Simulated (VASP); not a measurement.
Runs of VASP 6.6.1 on I. The structure is that of space group I4/mmm (No. 139), or close to it. The cells are those of the table. 

```csv
level,cell,k mesh,gap on the mesh (eV),pressure (GPa)
PBEsol,"a = 5.111 Å, angles 142.7, 142.7, 53.7°, 1 atom",18 × 18 × 18,none,(a)
PBE,"a = 4.881 Å, angles 143.8, 143.8, 52.2°, 1 atom",18 × 18 × 18,none,6.5
PBE,"a = 5.003 Å, angles 141.4, 141.4, 55.7°, 1 atom",18 × 18 × 18,none,-1.2
PBE,"a = 4.850 Å, angles 143.8, 143.8, 52.1°, 1 atom",18 × 18 × 18,none,(c)
PBE,"a = 4.784 Å, angles 138.1, 138.1, 60.8°, 1 atom",16 × 16 × 16,none,-2.6
PBE,"a = 4.858 Å, angles 140.5, 140.5, 57.1°, 1 atom",18 × 18 × 18,none,(b)
PBE,"a = 4.516 Å, angles 138.2, 137.7, 61.0°, 1 atom",16 × 16 × 16,none,0.0
PBEsol,"a = 5.011 Å, angles 142.8, 142.8, 53.6°, 1 atom",18 × 18 × 18,none,-0.6
PBE,"a = 4.769 Å, angles 139.0, 139.0, 59.3°, 1 atom",18 × 18 × 18,none,-1.6
PBE,"a = 4.731 Å, angles 140.0, 140.0, 57.9°, 1 atom",18 × 18 × 18,none,0.1
```

Alike in all rows: task single point; potentials or basis VASP PAW PBE potentials, release 64 (I); no spin polarisation; cutoff (eV) 520; smearing gaussian 0.1 eV.

Question: Fill in the values left out.

Answer: (a) -1.8; (b) -0.8; (c) 7.6.

Caveats: spin-orbit coupling is left out, which moves the levels of the heavy elements; an odd number of electrons without spin polarisation forces a metal; a magnetic or distorted state may lie lower; the PAW data sets were made with another functional, which shifts forces and pressure a little (some runs).

A k mesh can miss the band edges, and the runs leave out spin-orbit coupling on I.

A gap of «none» marks levels without a gap at the run's occupations.
